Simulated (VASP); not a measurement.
**Al: relaxation of cell and atoms with LDA**

The system is Al.

```
Al
1.0
    -1.59122    1.59122    1.59122
     1.59122   -1.59122    1.59122
     1.59122    1.59122   -1.59122
Al
1
Cartesian
  0.0000 0.0000 0.0000
```

This isn't the form of Al at room conditions, which is fcc.

- Program: VASP 6.6.1
- Task: relaxation of cell and atoms
- Functional: LDA
- Potentials or basis: VASP PAW LDA potentials, release 64 (Al)
- Cutoff: 600 eV
- k mesh: 18 × 18 × 18
- Occupations: gaussian, width 0.1 eV
- Spin: no spin polarisation
- Dipole correction: no
- Further INCAR settings: ALGO = Fast; EDIFF = 1e-06; IBRION = 2; EDIFFG = -0.005; NSW = 100; ISIF = 3

| Quantity | Value |
| --- | --- |
| Relaxed volume | 16.24 Å³/atom |
| Relaxed cell | a = 2.763 Å, b = 2.763 Å, c = 2.763 Å, α = 109.47°, β = 109.47°, γ = 109.47° |
| Space group after relaxing (to 0.1 Å) | Im-3m (No. 229) |
| Energy gained by relaxing | 0.2 meV/atom |
| Ionic steps | 3 |
| Pressure after relaxing | 0.0 GPa |
| Band gap on the k mesh | zero (an odd number of electrons rules out a gap without spin polarisation) |

Step by step:
```csv
step,energy change (eV),largest force (eV/Å),pressure (GPa),volume (Å³)
1,0.0000,0.0000,0.58,16.12
2,-0.0002,0.0000,-0.06,16.25
3,-0.0002,0.0000,-0.01,16.24
```

Final structure:
```
Al
1.0
    -1.59526    1.59526    1.59526
     1.59526   -1.59526    1.59526
     1.59526    1.59526   -1.59526
Al
1
Direct
  0.00000 0.00000 0.00000
```

Levels at points of the mesh, in eV from the Fermi level:
```tsv
k point	band 1	band 2	band 3	band 4	band 5
(0.00, 0.00, 0.00)	-11.22	13.28	13.28	13.28	14.65
(0.50, 0.00, 0.00)	-4.35	-3.90	8.15	8.31	10.03
(0.50, 0.50, 0.50)	1.86	1.86	1.86	3.02	3.02
```

Run time: 23 s on 1 thread of Intel Xeon 8259CL, with other jobs on the host, peak memory 0.13 GiB.
